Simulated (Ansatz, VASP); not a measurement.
**SiC16: VASP beside Ansatz**

Contents of INCAR:

```
PREC     = Accurate       # precision mode
ENCUT    = 520            # plane-wave cutoff, eV
EDIFF    = 1E-7           # SCF threshold, eV
ISMEAR   = 0              # smearing method
SIGMA    = 0.05           # smearing width, eV
LREAL    = Auto         
LASPH    = T              # aspherical terms in the spheres
NELM     = 150            # most SCF steps
ALGO     = Normal         # electronic algorithm
ISIF     = 2              # what is computed and relaxed
LWAVE    = F              # write WAVECAR
LCHARG   = T              # write CHGCAR
ISPIN    = 2              # spin polarisation
MAGMOM   = 0 0 0 0 0 0 0 0 0 0 0 0 0 0 0 0 2 # initial moments
LORBIT   = 11             # projections on sites
LDIPOL   = T            
IDIPOL   = 3            
DIPOL    = 0.5 0.5 0.310
GGA      = PE             # functional
IVDW     = 12             # dispersion correction
LELF     = T              # ELF
LVHAR    = T            
LVACPOTAV= T            
NBANDS   = 52             # bands
```

KPOINTS

```
Automatic mesh
0
Gamma
  6 6 1
```

The input POSCAR:

```
SiC16
1.0
    4.9298676323      0.0000000000      0.0000000000
    0.0000000000      4.4224271195      0.0000000000
    0.0000000000      0.0000000000     22.6937497910
C Si
16 1
Direct
    0.2500000000      0.4155274488      0.1762599851
    0.7500000000      0.4155274488      0.1762599851
    0.0000000000      0.5195584910      0.2001803947
    0.5000000000      0.5195584910      0.2001803947
    0.0000000000      0.7272227621      0.2480852155
    0.5000000000      0.7272227621      0.2480852155
    0.2500000000      0.8312538043      0.2720056251
    0.7500000000      0.8312538043      0.2720056251
    0.2500000000      0.0442051686      0.3198734326
    0.7500000000      0.0442051686      0.3198734326
    0.0000000000      0.1500808487      0.3425973485
    0.5000000000      0.1500808487      0.3425973485
    0.0000000000      0.3779776253      0.3900566375
    0.5000000000      0.3779776253      0.3900566375
    0.2500000000      0.4764186278      0.4095290499
    0.7500000000      0.4764186278      0.4095290499
    0.5000000000      1.1430852945      0.5461305384
```

Input for Ansatz:

```yaml
crystal:
  lattice:
    - [4.9298676323, 0.0, 0.0]
    - [0.0, 4.4224271195, 0.0]
    - [0.0, 0.0, 22.693749791]
  atoms:
    - { symbol: C, position: [0.25, 0.4155274488, 0.1762599851] }
    - { symbol: C, position: [0.75, 0.4155274488, 0.1762599851] }
    - { symbol: C, position: [0.0, 0.519558491, 0.2001803947] }
    - { symbol: C, position: [0.5, 0.519558491, 0.2001803947] }
    - { symbol: C, position: [0.0, 0.7272227621, 0.2480852155] }
    - { symbol: C, position: [0.5, 0.7272227621, 0.2480852155] }
    - { symbol: C, position: [0.25, 0.8312538043, 0.2720056251] }
    - { symbol: C, position: [0.75, 0.8312538043, 0.2720056251] }
    - { symbol: C, position: [0.25, 0.0442051686, 0.3198734326] }
    - { symbol: C, position: [0.75, 0.0442051686, 0.3198734326] }
    - { symbol: C, position: [0.0, 0.1500808487, 0.3425973485] }
    - { symbol: C, position: [0.5, 0.1500808487, 0.3425973485] }
    - { symbol: C, position: [0.0, 0.3779776253, 0.3900566375] }
    - { symbol: C, position: [0.5, 0.3779776253, 0.3900566375] }
    - { symbol: C, position: [0.25, 0.4764186278, 0.4095290499] }
    - { symbol: C, position: [0.75, 0.4764186278, 0.4095290499] }
    - { symbol: Si, position: [0.5, 1.1430852945, 0.5461305384], spin: 2.0 }
basis:
  ecutwfc: 420
kpoints:
  mp_grid: { grid: [6, 6, 1] }
hamiltonian:
  xc: pbe
  pseudopotentials: { kind: paw, azcp: { folder: soft_1 } }
  dispersion: d3bj
scf:
  occupations: { method: gaussian, width: 0.05 }
output:
  forces: true
  eigenvalues: true
  populations: true
magnetization:
  spin_polarized: true
efield:
  axis: 3
  dipole_correction: true
  ramp_width: 0.04
```

Alike in both runs: task single point; functional PBE; dispersion D3(BJ); k mesh 6 × 6 × 1; occupations gaussian, width 0.05 eV; collinear spin.

|  | VASP | Ansatz |
| --- | --- | --- |
| version | VASP 6.6.1 | Ansatz 0.2.0 |
| potentials or method | VASP PAW PBE potentials, release 64 (C, Si), cutoff 520 eV | scalar-relativistic, plane waves, PAW |
| valence electrons in the cell | 68 | 68 |

```tsv
	VASP	Ansatz	Ansatz less VASP
gap on the k mesh at the Fermi level (eV)	none	none	-
rms of the force components (eV/Å)	0.817	0.896	+0.0788
net moment per atom (μB)	0.11	0.12	+0.007
size of the moment on the site where the two differ most (μB)	0.39	1.22	+0.828
work function, face that differs most (eV)	6.29	5.13	-1.160
```

Site moments also hang on the region over which each program counts them. Atom by atom the forces differ by 0.185 eV/Å (rms over components). A gap of «none» marks a metal or a gap that the smearing closes. Ansatz's warnings: vacuum below fermi.
